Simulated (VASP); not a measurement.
Wanted: the native input for a VASP 6.6.1 run.

| Property | Result |
| --- | --- |
| Task | single point |
| Functional | PBE |
| Potentials or basis | VASP PAW PBE potentials, release 64 (Cd) |
| Cutoff | 520 eV |
| k mesh | 13 × 13 × 13 |
| Occupations | fermi-dirac, width 0.1 eV |
| Spin | no spin polarisation |
| Dipole correction | no |
| Further INCAR settings | ALGO = Normal; EDIFF = 1e-07; NBANDS = 19 |

The structure of Cd lies in POSCAR:

```
Cd
1.0
    0.0000000000      3.2008770238      3.2008770238
    3.2008770238      0.0000000000      3.2008770238
    3.2008770238      3.2008770238      0.0000000000
Cd
2
Direct
    0.1250000000      0.1250000000      0.1250000000
    0.8750000000      0.8750000000      0.8750000000
```

This cell differs from its parent crystal: volume scaled by 0.88.

These files were run (other wordings do the same):

INCAR

```
SYSTEM = Cd
ALGO = Normal
EDIFF = 1E-7
ENCUT = 520
GGA = PE
ISIF = 2
ISMEAR = -1
LASPH = .True.
LCHARG = .False.
LREAL = .False.
LWAVE = .False.
NBANDS = 19
NELM = 80
PREC = Accurate
SIGMA = 0.1
```

KPOINTS

```
k-points
0
Gamma
  13 13 13
  0 0 0
```

Potentials or basis: VASP PAW PBE potentials, release 64 (Cd).

Run with:

```console
$ cat potpaw_PBE.64/Cd/POTCAR > POTCAR
$ mpirun -np 1 vasp_std > vasp.out
```

It gave:

```json
{
  "Pressure": "3.1 GPa",
  "Band gap on the k mesh": "zero (band 12 reaches 5.40 eV, above the bottom of band 13 at 0.04 eV)"
}
```

Wall time 73 s on 1 thread of Intel Xeon 6975P-C, on a shared host, peak memory 0.25 GiB.
